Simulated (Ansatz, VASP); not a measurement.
## C in VASP and in Ansatz

File INCAR:

```
SYSTEM = C
PREC = Accurate
ENCUT = 600
EDIFF = 1E-6
ISMEAR = 0
SIGMA = 0.15
LREAL = .False.
LASPH = .True.
NELM = 120
ALGO = Normal
ISIF = 2
LWAVE = .False.
LCHARG = .False.
GGA = PS
IVDW = 12
NBANDS = 16
GGA_COMPAT = .False.
```

Contents of KPOINTS:

```
regular mesh
0
Gamma
  18 12 10
  0 0 0
```

POSCAR

```
C
1.0
   -2.4576582504      0.0000000000      0.0000000000
    0.0000000000      0.0000000000     -3.5294825081
    0.0000000000     -4.2567889574      0.0000000000
C
4
Direct
    0.5000000000      0.0000000000      0.1807617982
    0.0000000000      0.0000000000      0.6596191010
    0.0000000000      0.0000000000      0.3192382018
    0.5000000000      0.0000000000      0.8403808990
```

Input for Ansatz:

```yaml
crystal:
  lattice:
    - [-2.4576582504, 0.0, 0.0]
    - [0.0, 0.0, -3.5294825081]
    - [0.0, -4.2567889574, 0.0]
  atoms:
    - { symbol: C, position: [0.5, 0.0, 0.1807617982] }
    - { symbol: C, position: [0.0, 0.0, 0.659619101] }
    - { symbol: C, position: [0.0, 0.0, 0.3192382018] }
    - { symbol: C, position: [0.5, 0.0, 0.840380899] }
basis:
  ecutwfc: 520.0
kpoints:
  mp_grid: { grid: [18, 12, 10] }
hamiltonian:
  xc: pbesol
  pseudopotentials: { kind: paw, azcp: { folder: soft_1 } }
  dispersion: d3bj
scf:
  occupations: { method: gaussian, width: 0.15 }
output:
  forces: true
  stress: true
  eigenvalues: true
```

Change from the starting cell: mode 8 frozen in at -0.045 Å and mode 12 at -0.015 Å (largest displacements).

Alike in both runs: task single point; functional PBEsol; dispersion D3(BJ); k mesh 18 × 12 × 10; occupations gaussian, width 0.15 eV; no spin polarisation.

|  | VASP | Ansatz |
| --- | --- | --- |
| version | VASP 6.6.1 | Ansatz 0.2.0 |
| potentials or method | VASP PAW PBE potentials, release 64 (C), cutoff 600 eV | scalar-relativistic, plane waves, PAW |
| valence electrons in the cell | 16 | 16 |

```tsv
	VASP	Ansatz	Ansatz less VASP
gap on the k mesh at the Fermi level (eV)	none	none	-
pressure (GPa)	2.0	1.8	-0.27
traceless stress, the component that is largest in VASP (GPa)	7.02	6.69	-0.327
rms of the force components (eV/Å)	2.282	2.286	+0.0040
```

VASP's potentials were made for PBE, not for PBEsol, and Ansatz warns of the same on its side. Atom by atom the forces differ by 0.004 eV/Å (rms over components). A gap of «none» marks a metal or a gap that the smearing closes.
